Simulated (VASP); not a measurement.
# NaH13O7 in VASP: notebook

Runs on NaH13O7. Level: r2SCAN. Tasks: single point.

Everything below comes from runs of VASP 6.6.1. Logs are shortened: lines on timing, memory, paths and dates and some standing lists are left out, and cuts for length are marked.

## Step 1: The cell of the first run

The cell holds a disordered packing, 21 atoms: a = 6.628 Å, b = 6.628 Å, c = 6.628 Å, α = 90.00°, β = 90.00°, γ = 90.00°.

## Step 2: Single point, r2SCAN

POSCAR

```
NaH13O7
1.0
    6.6282230000      0.0000000000      0.0000000000
    0.0000000000      6.6282230000      0.0000000000
    0.0000000000      0.0000000000      6.6282230000
O H Na
7 13 1
Direct
    0.7642168949     -0.0590052568      0.5420608208
    0.6135732005      0.2383142510      0.8614676965
    0.3775521735      0.8121332067      0.8312936967
    0.0385321978      0.1688235293      0.3438025546
    0.5143158279      0.6830639223      0.2387065130
    1.0044321080      0.6525881824      0.6940774322
    0.2737385269      0.4726455341      0.4432560582
    0.8519779736      0.0375968038      0.4661581241
    0.6534330544     -0.0819827577      0.4480688112
    0.6405638434      0.1580061504      0.9816809121
    0.7057698572      0.1781020343      0.7653182459
    0.3876302894      0.8999395464      0.7093756502
    0.2477134520      0.7424312670      0.8005916518
    0.0974318456      0.0796442727      0.2538538610
    0.1365826105      0.2885086998      0.3764206485
    0.4349280343      0.7632362399      0.1490746464
    0.3999865424      0.6060598746      0.3137794247
    1.0856454286      0.5813624557      0.5928285756
    0.9220420013      0.7562509590      0.6368373544
    0.3536543656      0.4124634913      0.5478994898
    0.6806349153      0.5983202436      0.9055519104
```

INCAR.step1

```
ALGO     = Normal         # electronic algorithm
EDIFF    = 1E-5           # SCF threshold, eV
ENCUT    = 580            # plane-wave cutoff, eV
GGA      = PE             # functional
GGA_COMPAT= False        
ISMEAR   = -1             # smearing method
LASPH    = True           # aspherical terms in the spheres
LCHARG   = False          # write CHGCAR
LREAL    = False          # projectors in reciprocal space
LWAVE    = True           # write WAVECAR
NBANDS   = 47             # bands
NELM     = 120            # most SCF steps
PREC     = Accurate       # precision mode
SIGMA    = 0.05           # smearing width, eV
```

INCAR.step2

```
ALGO     = Normal         # electronic algorithm
EDIFF    = 1E-6           # SCF threshold, eV
ENCUT    = 580            # plane-wave cutoff, eV
GGA_COMPAT= False        
ISIF     = 2              # what is computed and relaxed
ISMEAR   = -1             # smearing method
ISTART   = 1            
LASPH    = True           # aspherical terms in the spheres
LCHARG   = False          # write CHGCAR
LMIXTAU  = True         
LREAL    = False          # projectors in reciprocal space
LWAVE    = False          # write WAVECAR
METAGGA  = R2SCAN         # meta-GGA
NBANDS   = 47             # bands
NELM     = 120            # most SCF steps
PREC     = Accurate       # precision mode
SIGMA    = 0.05           # smearing width, eV
```

KPOINTS

```
k-points
0
Gamma
  1 1 1
```

Potentials or basis: VASP PAW PBE potentials, release 64 (O, H, Na_pv).

On the command line:

```console
$ cat potpaw_PBE.64/O/POTCAR potpaw_PBE.64/H/POTCAR potpaw_PBE.64/Na_pv/POTCAR > POTCAR
$ cp INCAR.step1 INCAR
$ mpirun -np 1 vasp_gam > vasp.out
$ cp INCAR.step2 INCAR
$ mpirun -np 1 vasp_gam > vasp.out
```

OUTCAR:

```text
EDIFF = 1E-6
   ENCUT = 580
   ISIF = 2
   ISMEAR = -1
   ISTART = 1
   LASPH = True
   LREAL = False
   METAGGA = R2SCAN
   NELM = 120
   PREC = Accurate

 ion  position               nearest neighbor table
   1  0.764  0.941  0.542-   9 0.97   8 1.00
   2  0.614  0.238  0.861-  11 0.97  10 0.97
   3  0.378  0.812  0.831-  13 1.00  12 1.00
   4  0.039  0.169  0.344-  14 0.93  15 1.05
   5  0.514  0.683  0.239-  16 0.96  17 1.04
   6  0.004  0.653  0.694-  19 0.96  18 0.98
   7  0.274  0.473  0.443-  20 0.96
   8  0.852  0.038  0.466-   1 1.00
   9  0.653  0.918  0.448-   1 0.97
  10  0.641  0.158  0.982-   2 0.97
  11  0.706  0.178  0.765-   2 0.97
  12  0.388  0.900  0.709-   3 1.00
  13  0.248  0.742  0.801-   3 1.00
  14  0.097  0.080  0.254-   4 0.93
  15  0.137  0.289  0.376-   4 1.05
  16  0.435  0.763  0.149-   5 0.96
  17  0.400  0.606  0.314-   5 1.04
  18  0.086  0.581  0.593-   6 0.98
  19  0.922  0.756  0.637-   6 0.96
  20  0.354  0.412  0.548-   7 0.96
  21  0.681  0.598  0.906-

  LATTYP: Found a simple cubic cell.
 ALAT       =     6.6282230000

  Lattice vectors:

 A1 = (   6.6282230000,   0.0000000000,   0.0000000000)
 A2 = (   0.0000000000,   6.6282230000,   0.0000000000)
 A3 = (   0.0000000000,   0.0000000000,   6.6282230000)

Analysis of symmetry for initial positions (statically):
=====================================================================
 Subroutine PRICEL returns:
 Original cell was already a primitive cell.

 Routine SETGRP: Setting up the symmetry group for a
 simple cubic supercell.

 Subroutine GETGRP returns: Found  1 space group operations
 (whereof  1 operations were pure point group operations)
 out of a pool of 48 trial point group operations.

The static configuration has the point symmetry C_1 .

Analysis of symmetry for dynamics (positions and initial velocities):
=====================================================================
 Subroutine PRICEL returns:
 Original cell was already a primitive cell.

 Routine SETGRP: Setting up the symmetry group for a
 simple cubic supercell.

 Subroutine GETGRP returns: Found  1 space group operations
 (whereof  1 operations were pure point group operations)
 out of a pool of 48 trial point group operations.

The dynamic configuration has the point symmetry C_1 .

 Subroutine INISYM returns: Found  1 space group operations
 (whereof  1 operations are pure point group operations),
 and found     1 'primitive' translations

----------------------------------------------------------------------------------------

                                     Primitive cell

  volume of cell :     291.2000

  direct lattice vectors                    reciprocal lattice vectors
     6.628223000  0.000000000  0.000000000     0.150869999  0.000000000  0.000000000
     0.000000000  6.628223000  0.000000000     0.000000000  0.150869999  0.000000000
     0.000000000  0.000000000  6.628223000     0.000000000  0.000000000  0.150869999

  length of vectors
     6.628223000  6.628223000  6.628223000     0.150869999  0.150869999  0.150869999

  position of ions in fractional coordinates (direct lattice)
     0.764216895  0.940994743  0.542060821
     0.613573200  0.238314251  0.861467696
     0.377552173  0.812133207  0.831293697
     0.038532198  0.168823529  0.343802555
     0.514315828  0.683063922  0.238706513
     0.004432108  0.652588182  0.694077432
[... 13 lines left out ...]
     0.353654366  0.412463491  0.547899490
     0.680634915  0.598320244  0.905551910

  ion indices of the primitive-cell ions
   primitive index   ion index
                 1           1
                 2           2
                 3           3
                 4           4
                 5           5
                 6           6
[... 13 lines left out ...]
                20          20
                21          21

----------------------------------------------------------------------------------------

 KPOINTS: k-points

Automatic generation of k-mesh.
 Grid dimensions read from file:
 generate k-points for:    1    1    1

 Generating k-lattice:

  Cartesian coordinates                     Fractional coordinates (reciprocal lattice)
     0.150869999  0.000000000  0.000000000     1.000000000  0.000000000  0.000000000
     0.000000000  0.150869999  0.000000000     0.000000000  1.000000000  0.000000000
     0.000000000  0.000000000  0.150869999     0.000000000  0.000000000  1.000000000

  Length of vectors
     0.150869999  0.150869999  0.150869999

  Shift w.r.t. Gamma in fractional coordinates (k-lattice)
     0.000000000  0.000000000  0.000000000

 Subroutine IBZKPT returns following result:
 ===========================================

 Found      1 irreducible k-points:

 Following reciprocal coordinates:
            Coordinates               Weight
  0.000000  0.000000  0.000000      1.000000
   k-points           NKPTS =      1   k-points in BZ     NKDIM =      1   number of bands    NBANDS=     47
   number of dos      NEDOS =    301   number of ions     NIONS =     21
   total plane-waves  NPLWV = 157464
   dimension x,y,z NGX =    54 NGY =   54 NGZ =   54
   dimension x,y,z NGXF=   108 NGYF=  108 NGZF=  108
   ions per type =               7  13   1
   NGX,Y,Z   is equivalent  to a cutoff of  13.54, 13.54, 13.54 a.u.
   NGXF,Y,Z  is equivalent  to a cutoff of  27.09, 27.09, 27.09 a.u.
 SYSTEM =  unknown system
   PREC   = accura    normal or accurate (medium, high low for compatibility)
   ISTART =      1    job   : 0-new  1-cont  2-samecut
   ICHARG =      0    charge: 1-file 2-atom 10-const
   ISPIN  =      1    spin polarized calculation?
   LNONCOLLINEAR =      F non collinear calculations
   LSORBIT =      F    spin-orbit coupling
   LASPH  =      T    aspherical Exc in radial PAW
   ENCUT  =  580.0 eV  42.63 Ry    6.53 a.u.  13.02 13.02 13.02*2*pi/ulx,y,z
   NELM   =    120;   NELMIN=  2; NELMDL=  0     # of ELM steps
   EDIFF  = 0.1E-05   stopping-criterion for ELM
   LREAL  =      F    real-space projection
   EDIFFG = 0.1E-04   stopping-criterion for IOM
   NSW    =      0    number of steps for IOM
   IBRION =     -1    ionic relax: 0-MD 1-quasi-New 2-CG
   NFREE  =      0    steps in history (QN), initial steepest desc. (CG)
   ISIF   =      2    stress and relaxation
   ISYM   =      2    0-nonsym 1-usesym 2-fastsym
   POTIM  = 0.5000    time-step for ionic-motion
   TEBEG  =    0.0;   TEEND  =   0.0 temperature during run
   PSTRESS=    0.0 pullay stress
   NELECT =      62.0000    total number of electrons
   NUPDOWN=      -1.0000    fix difference up-down
   EMIN   =  10.00;   EMAX   =-10.00  energy-range for DOS
   EFERMI =   0.00;   METHOD = LEGACY
   ISMEAR =    -1;   SIGMA  =   0.05  broadening in eV -4-tet -1-fermi 0-gaus
   EFERMI_NEDOS =   21; number of points for ismear=-14 and -15
   IALGO  =     38    algorithm
   IMIX   =      4    mixing-type and parameters
     AMIX     =   0.40;   BMIX     =  1.00
     AMIX_MAG =   1.60;   BMIX_MAG =  1.00
  volume/ion in A,a.u.               =      13.87        93.58
  Fermi-wavevector in a.u.,A,eV,Ry     =   0.977556  1.847313 13.001940  0.955616
  Thomas-Fermi vector in A             =   2.108263
   LORBIT       =      0    0 simple, 1 ext, 2 COOP (PROOUT), +10 PAW based schemes
   METAGGA = R2SCAN    functional components
   LHFCALC =     F    Hartree Fock is set to
   AEXX    =    0.0000 exact exchange contribution
   IVDW    =     0    specifies the selected vdW correction
   LEPSILON=     F    determine dielectric tensor
   LRPA    =     F    only Hartree local field effects (RPA)
 non-spin polarized calculation
  energy-cutoff  :      580.00
  volume of cell :      291.20
 maximum number of plane-waves:      4586
 NGX is ok and might be reduce to    54
   NGX = 27   NGY = 27   NGZ = 27

 number of electron      62.0000001 magnetization

 Free energy of the ion-electron system (eV)
  ---------------------------------------------------
  ext. energy  EPLUGINS =         0.00000000
  ---------------------------------------------------
  free energy    TOTEN  =      -111.37031505 eV

  energy without entropy =     -111.37031505  energy(sigma->0) =     -111.37031505

 E-fermi :  -2.2493     XC(G=0):  -5.9511

 val. band max:       -3.4758004997   @ k =   0.0000   0.0000   0.0000
 cond. band min:       0.3394304900   @ k =   0.0000   0.0000   0.0000
 fundamental gap:      3.8152309897
 Fermi energy:        -2.2492914455

 k-point     1 :       0.0000    0.0000    0.0000
  band No.  band energies     occupation
      1     -26.6196      2.00000
      2     -26.5997      2.00000
      3     -26.5590      2.00000
      4     -24.8240      2.00000
      5     -24.3234      2.00000
      6     -24.1091      2.00000
[... 35 lines left out ...]
     42       6.6698      0.00000
     43       6.9561      0.00000
 [bands above 43 left out]

------------------------ aborting loop because EDIFF is reached ----------------------------------------

  FORCE on cell =-STRESS in cart. coord.  units (eV):
  Direction    XX          YY          ZZ          XY          YZ          ZX
  --------------------------------------------------------------------------------------
  -------------------------------------------------------------------------------------
  Total       -3.1702924     -1.7275279     -1.7789012     -1.9880140      0.3748379     -0.2507031
  in kB      -17.4428952     -9.5048294     -9.7874841    -10.9380194      2.0623515     -1.3793641
  external PRESSURE =     -12.2450696 kB  Pullay stress =       0.0000000 kB

 VOLUME and BASIS-vectors are now :
 -----------------------------------------------------------------------------
  energy-cutoff  :      580.00
  volume of cell :      291.20
      direct lattice vectors                 reciprocal lattice vectors
     6.628223000  0.000000000  0.000000000     0.150869999  0.000000000  0.000000000
     0.000000000  6.628223000  0.000000000     0.000000000  0.150869999  0.000000000
     0.000000000  0.000000000  6.628223000     0.000000000  0.000000000  0.150869999

 POSITION                                       TOTAL-FORCE (eV/Angst)
 -----------------------------------------------------------------------------------
      5.06540      6.23712      3.59290        -0.239200      0.889338     -0.430945
      4.06690      1.57960      5.71000         0.499633     -0.055107      0.509592
      2.50250      5.38300      5.51000        -0.421303      0.377783     -1.458877
      0.25540      1.11900      2.27880        -0.919948      1.710883      1.590502
      3.40900      4.52750      1.58220        -0.023822      0.146008     -0.091803
      0.02938      4.32550      4.60050         0.084722     -0.635888      1.822021
[... 13 lines left out ...]
      2.34410      2.73390      3.63160         0.282748     -0.067537      0.141746
      4.51140      3.96580      6.00220        -0.119139     -0.133241      0.054524
 -----------------------------------------------------------------------------------
    total drift:                                0.007842      0.011196     -0.004521

  FREE ENERGIE OF THE ION-ELECTRON SYSTEM (eV)
  ---------------------------------------------------
  free  energy   TOTEN  =      -111.3703150545 eV

  energy  without entropy=     -111.3703150545  energy(sigma->0) =     -111.37031505
```

It took 5.6 min on 1 thread of Intel Xeon 8259CL, shared host; peak memory 0.41 GiB.

What came out:

* Free energy: -111.3703 eV
* Pressure: -1.2 GPa
* Largest force: 2.511 eV/Å

Forces on the atoms (eV/Å):
```
O   -0.239  0.889 -0.431
O    0.500 -0.055  0.510
O   -0.421  0.378 -1.459
O   -0.920  1.711  1.591
O   -0.024  0.146 -0.092
O    0.085 -0.636  1.822
O   -0.997 -0.168 -0.118
H    0.303 -0.170  0.318
H    0.104 -0.576  0.151
H   -0.344  0.383 -0.195
H   -0.129 -0.158 -0.437
H    0.151 -0.642  1.333
H    0.304  0.167  0.220
H    1.151 -1.170 -1.386
H   -0.177 -0.282 -0.112
H   -0.207  0.595 -0.640
H    0.601 -0.644  0.571
H    0.424 -0.262 -0.817
H   -0.329  0.693 -1.025
H    0.283 -0.068  0.142
Na  -0.119 -0.133  0.055
```

Stress tensor (GPa, compression positive):
```
-1.74 -1.09 -0.14
-1.09 -0.95  0.21
-0.14  0.21 -0.98
```

Caveat: the k points lie up to 0.95 Å⁻¹ apart; the PAW data sets were made with another functional, which shifts forces and pressure a little.

(Continued in part 2 of 3.)
